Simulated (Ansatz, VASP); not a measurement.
## Two plane-wave programs on GaP

Contents of INCAR:

```
  PREC = Accurate
  ENCUT = 520
  EDIFF = 1E-8
  ISMEAR = -1
  SIGMA = 0.05
  LREAL = F
  LASPH = T
  NELM = 60
  ALGO = Normal
  ISIF = 2
  LWAVE = F
  LCHARG = F
  GGA = PE
  LEFG = T
  NBANDS = 16
```

Contents of KPOINTS:

```
Automatic mesh
0
Gamma
  10 10 10
```

The input POSCAR:

```
GaP
1.0
    0.0000000000      2.7814466341      2.6162400000
    2.7814466341      0.0000000000      2.6162400000
    2.7814466341      2.7814466341      0.0000000000
Ga P
1 1
Direct
    0.0000000000      0.0000000000      0.0000000000
    0.7500000000      0.7500000000      0.7500000000
```

Input for Ansatz:

```yaml
crystal:
  lattice:
    - [0.0, 2.7814466341, 2.61624]
    - [2.7814466341, 0.0, 2.61624]
    - [2.7814466341, 2.7814466341, 0.0]
  atoms:
    - { symbol: Ga, position: [0.0, 0.0, 0.0] }
    - { symbol: P, position: [0.75, 0.75, 0.75] }
kpoints:
  mp_grid: { grid: [10, 10, 10] }
scf:
  occupations: { method: fermi_dirac, width: 0.05 }
hamiltonian:
  xc: pbe
  pseudopotentials: { kind: paw }
output:
  forces: true
  stress: true
  eigenvalues: true
  efg: { contact_densities: true }
```

Change from the starting cell: z stretched by -4 % at fixed volume, PAW files.

Alike in both runs: task electric field gradients; functional PBE; k mesh 10 × 10 × 10; occupations fermi-dirac, width 0.05 eV; no spin polarisation.

|  | VASP | Ansatz |
| --- | --- | --- |
| version | VASP 6.6.1 | Ansatz 0.2.0 |
| potentials or method | VASP PAW PBE potentials, release 64 (Ga_d, P) | PAW with Ansatz's default frozen-core files, scalar-relativistic |
| plane-wave cutoff (eV) | 520 | 420 |
| valence electrons in the cell | 18 | 18 |

|  | VASP | Ansatz | Ansatz less VASP |
| --- | --- | --- | --- |
| pressure (GPa) | 2.4 | 2.4 | +0.03 |
| traceless stress, the component that is largest in VASP (GPa) | 2.66 | 2.66 | -0.003 |
| size of Vzz on the site where it differs most (V/Å²) | 11.1 | 12.8 | +1.69 |
